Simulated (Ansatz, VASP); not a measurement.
# One calculation of La2O3, two programs

The input INCAR:

```
  PREC = Accurate
  ENCUT = 520
  EDIFF = 1E-6
  ISMEAR = -1
  SIGMA = 0.05
  LREAL = F
  LASPH = T
  NELM = 60
  ALGO = Normal
  ISIF = 2
  LWAVE = F
  LCHARG = F
  GGA = PE
  NBANDS = 28
```

The input KPOINTS:

```
Automatic mesh
0
Gamma
  8 8 5
```

File POSCAR:

```
La2O3
1.0
    3.9307778780      0.0000000000      0.0000000000
   -1.9653889390      3.4041534990      0.0000000000
    0.0000000000      0.0000000000      6.1119535200
La O
2 3
Direct
    0.3333333333      0.6666666667      0.2462356800
    0.6666666667      0.3333333333      0.7537643200
    0.0000000000      0.0000000000      0.0000000000
    0.3333333333      0.6666666667      0.6458906500
    0.6666666667      0.3333333333      0.3541093500
```

The input input.yaml:

```yaml
crystal:
  lattice:
    - [3.930777878, 0.0, 0.0]
    - [-1.965388939, 3.404153499, 0.0]
    - [0.0, 0.0, 6.11195352]
  atoms:
    - { symbol: La, position: [0.3333333333, 0.6666666667, 0.24623568] }
    - { symbol: La, position: [0.6666666667, 0.3333333333, 0.75376432] }
    - { symbol: O, position: [0.0, 0.0, 0.0] }
    - { symbol: O, position: [0.3333333333, 0.6666666667, 0.64589065] }
    - { symbol: O, position: [0.6666666667, 0.3333333333, 0.35410935] }
hamiltonian:
  xc: pbe
  pseudopotentials: { kind: paw }
kpoints:
  mp_grid: { grid: [8, 8, 5] }
  band_path:
    path:
      - [[0.0, 0.0, 0.0], [0.5, 0.0, 0.0], [0.3333333333, 0.3333333333, 0.0], [0.0, 0.0, 0.0], [0.0, 0.0, 0.5], [0.5, 0.0, 0.5], [0.3333333333, 0.3333333333, 0.5], [0.0, 0.0, 0.5]]
      - [[0.5, 0.0, 0.5], [0.5, 0.0, 0.0]]
      - [[0.3333333333, 0.3333333333, 0.0], [0.3333333333, 0.3333333333, 0.5]]
    npoints: 14
scf:
  occupations: { method: fermi_dirac, width: 0.05 }
  n_extra_bands: 12
output:
  forces: true
  stress: true
  eigenvalues: true
  fatbands: true
  write_density: true
  write_potential: true
  elf: true
  volumetric_format: npy
```

Alike in both runs: functional PBE; k mesh 8 × 8 × 5; occupations fermi-dirac, width 0.05 eV; no spin polarisation.

|  | VASP | Ansatz |
| --- | --- | --- |
| version | VASP 6.6.1 | Ansatz 0.2.0 |
| potentials or method | VASP PAW PBE potentials, release 64 (La, O) | Ansatz PAW |
| plane-wave cutoff (eV) | 520 | 420 |
| valence electrons in the cell | 40 | 40 |
| task | single point | band structure |

VASP gave:

| Item | Value |
| --- | --- |
| gap on the k mesh at the Fermi level (eV) | 3.89 |
| least direct gap on the mesh (eV) | 4.07 |
| pressure (GPa) | 1.6 |
| traceless stress, the component that is largest in VASP (GPa) | 0.22 |
| rms of the force components (eV/Å) | 0.004 |

Q: Which values does Ansatz return?

A: gap on the k mesh at the Fermi level (eV): 3.87; least direct gap on the mesh (eV): 4.06; pressure (GPa): 1.9; traceless stress, the component that is largest in VASP (GPa): 0.18; rms of the force components (eV/Å): 0.006.

Atom by atom the forces differ by 0.005 eV/Å (rms over components). The functional is the same, so the differences come from potentials, cutoffs and numerics.

Spin-orbit coupling is off throughout.
